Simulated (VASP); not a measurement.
Input of a VASP 6.6.1 run:

File INCAR:

```
ALGO = Normal
EDIFF = 1E-6
ENCUT = 520
GGA = PE
ISIF = 2
ISMEAR = -1
LASPH = True
LCHARG = True
LELF = True
LREAL = False
LVHAR = True
LWAVE = False
NBANDS = 33
NELM = 100
PREC = Accurate
SIGMA = 0.05
```

The input KPOINTS:

```
k-points
0
Gamma
  1 1 1
```

File POSCAR:

```
H9ClO4
1.0
    5.7296700000      0.0000000000      0.0000000000
    0.0000000000      5.7296700000      0.0000000000
    0.0000000000      0.0000000000      5.7296700000
O H Cl
4 9 1
Direct
    0.7153291551      0.2581649554      0.7525215239
    0.2340972517      0.9279592018     -0.0251497905
    0.3773515752      0.4810224673      0.4249459393
    0.5466632459      0.7618763384      0.7230259334
    0.8208500664      0.3439639630      0.8397516785
    0.7852459217      0.1222583500      0.6853972393
    0.4351210454      0.7968172687     -0.1628715092
    0.3168943412      1.0796782363      0.0103147302
    0.2035195744      0.4554363515      0.4063759344
    0.4566929684      0.5254229301      0.2719004759
    0.6626036054      0.6982077502      0.8299081797
    0.4750011781      0.6580832753      0.5985510509
    1.1141304822      0.8899814474      0.0927627595
    0.8138514085      0.6053402727      0.1556808682
```

Potentials or basis: VASP PAW PBE potentials, release 64 (O, H, Cl).

Run with:

```sh
$ cat potpaw_PBE.64/O/POTCAR potpaw_PBE.64/H/POTCAR potpaw_PBE.64/Cl/POTCAR > POTCAR
$ mpirun -np 1 vasp_gam > vasp.out
```

**Question.** What does it give for the pressure?

**Answer.** 1.5 GPa.

**Question.** Predict the largest force.

**Answer.** 4.241 eV/Å.

Stress tensor (GPa, compression positive):
```
 1.20 -2.21 -0.08
-2.21  1.35  1.74
-0.08  1.74  1.98
```

Caveat: the k points lie up to 1.10 Å⁻¹ apart; the atoms stand as in a frame of molecular dynamics.
